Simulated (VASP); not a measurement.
Set up this calculation in VASP 6.6.1, as the native input.

```
Task                   : single point
Functional             : r2SCAN
Potentials or basis    : VASP PAW PBE potentials, release 64 (Ti_sv)
Cutoff                 : 520 eV
k mesh                 : 20 × 20 × 20
Occupations            : gaussian, width 0.15 eV
Spin                   : no spin polarisation
Dipole correction      : no
Further INCAR settings : ALGO = Normal; EDIFF = 1e-06; NBANDS = 12
```

The system is Ti.

```
Ti
1.0
     0.00000    2.03000    2.11120
     2.03000    0.00000    2.11120
     2.03000    2.03000    0.00000
Ti
1
Cartesian
  0.0000 0.0000 0.0000
```

This cell differs from its parent crystal: strain +0.000 along x and y, +0.040 along z.

The input as run:

POSCAR

```
Ti
1.0
    0.0000000000      2.0300000000      2.1112000000
    2.0300000000      0.0000000000      2.1112000000
    2.0300000000      2.0300000000      0.0000000000
Ti
1
Direct
    0.0000000000      0.0000000000      0.0000000000
```

INCAR.step1

```
SYSTEM = Ti
  PREC = Accurate
  ENCUT = 520
  ISMEAR = 0
  SIGMA = 0.15
  LREAL = .FALSE.
  LASPH = .TRUE.
  NELM = 80
  NBANDS = 12
  GGA = PE
  ALGO = Normal
  EDIFF = 1E-4
  LWAVE = .TRUE.
  LCHARG = .FALSE.
```

INCAR.step2

```
SYSTEM = Ti
  PREC = Accurate
  ENCUT = 520
  EDIFF = 1E-6
  ISMEAR = 0
  SIGMA = 0.15
  LREAL = .FALSE.
  LASPH = .TRUE.
  NELM = 80
  ALGO = Normal
  ISIF = 2
  LWAVE = .FALSE.
  LCHARG = .TRUE.
  METAGGA = R2SCAN
  LMIXTAU = .TRUE.
  LELF = .TRUE.
  LVHAR = .TRUE.
  NBANDS = 12
  ISTART = 1
```

KPOINTS

```
Automatic mesh
0
G
  20 20 20
  0 0 0
```

Potentials or basis: VASP PAW PBE potentials, release 64 (Ti_sv).

Launch:

```bash
$ cat potpaw_PBE.64/Ti_sv/POTCAR > POTCAR
$ cp INCAR.step1 INCAR
$ mpirun -np 1 vasp_std > vasp.out
$ cp INCAR.step2 INCAR
$ mpirun -np 1 vasp_std > vasp.out
```

Results of the run:

```yaml
Pressure: 0.1 GPa
Band_gap_on_the_k_mesh: zero (band 6 reaches 9.11 eV, above the bottom of band 7 at 7.66 eV)
```

Caveat: the cell differs from its parent crystal (strain +0.000 along x and y, +0.040 along z); the PAW data sets were made with another functional, which shifts forces and pressure a little.

It took 2.6 min on 1 thread of Intel(R) Xeon(R) 6975P-C (Granite Rapids), with other jobs on the host, peak memory 0.25 GiB.
